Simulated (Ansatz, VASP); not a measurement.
# ZnSe in VASP and in Ansatz

```
Zn Se
1.0
     0.00000    2.90518    2.78898
     2.90518    0.00000    2.78898
     2.90518    2.90518    0.00000
Zn Se
1 1
Direct
  0.00000 0.00000 0.00000
  0.75000 0.75000 0.75000
```

Alike in both runs: task single point; functional PBE; k mesh 10 × 10 × 10; occupations gaussian, width 0.05 eV; no spin polarisation.

|  | VASP | Ansatz |
| --- | --- | --- |
| version | VASP 6.6.1 | Ansatz 0.2.0 |
| potentials or method | VASP PAW PBE potentials, release 64 (Zn, Se), cutoff 520 eV | scalar-relativistic, plane waves, PAW |
| valence electrons in the cell | 18 | 28 |

|  | VASP | Ansatz | Ansatz less VASP |
| --- | --- | --- | --- |
| gap on the k mesh at the Fermi level (eV) | 1.06 | 1.06 | -0.001 |
| least direct gap on the mesh (eV) | 1.06 | 1.06 | -0.001 |
| pressure (GPa) | 0.2 | 0.0 | -0.22 |
| traceless stress, the component that is largest in VASP (GPa) | 0.87 | 0.87 | +0.006 |

VASP's potentials hold 18 valence electrons a cell and Ansatz's 28, so a difference there can come from the potentials and not from the codes.
